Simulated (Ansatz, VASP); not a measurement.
OsCl3: VASP beside Ansatz

```
CELL_PARAMETERS angstrom
4.81755 0.00000 0.00000
0.00000 4.81755 0.00000
0.00000 0.00000 4.81755
ATOMIC_POSITIONS crystal
Os 0.00000 0.00000 0.00000
Cl 0.50000 0.00000 0.00000
Cl 0.00000 0.00000 0.50000
Cl 0.00000 0.50000 0.00000
```

Alike in both runs: task single point; functional PBE; k mesh 4 × 4 × 4; occupations gaussian, width 0.05 eV; collinear spin; Hubbard terms Os d U = 2.0 eV.

|  | VASP | Ansatz |
| --- | --- | --- |
| version | VASP 6.6.1 | Ansatz 0.2.0 |
| potentials or method | VASP PAW PBE potentials, release 64 (Os, Cl), cutoff 520 eV | scalar-relativistic, plane waves, PAW |
| valence electrons in the cell | 29 | 37 |

|  | VASP | Ansatz | Ansatz less VASP |
| --- | --- | --- | --- |
| gap on the k mesh at the Fermi level (eV) | none | none | - |
| pressure (GPa) | -0.3 | -0.2 | +0.12 |
| traceless stress, the component that is largest in VASP (GPa) | 0.00 | -0.09 | -0.091 |
| net moment per atom (μB) | 0.62 | 0.61 | -0.008 |
| size of the moment on the site where the two differ most (μB) | 2.24 | 1.62 | -0.623 |

Site moments also hang on the region over which each program counts them. The programs project onto different local orbitals, so the same U acts differently, and such runs can settle in different states. A gap of «none» marks a metal or a gap that the smearing closes. VASP's potentials hold 29 valence electrons a cell and Ansatz's 37, so a difference there can come from the potentials and not from the codes. Ansatz's warnings: filled band counts differ across k points, specified occupation not kept, symmetry narrowed by occupation matrices.

Neither program's run includes spin-orbit coupling.
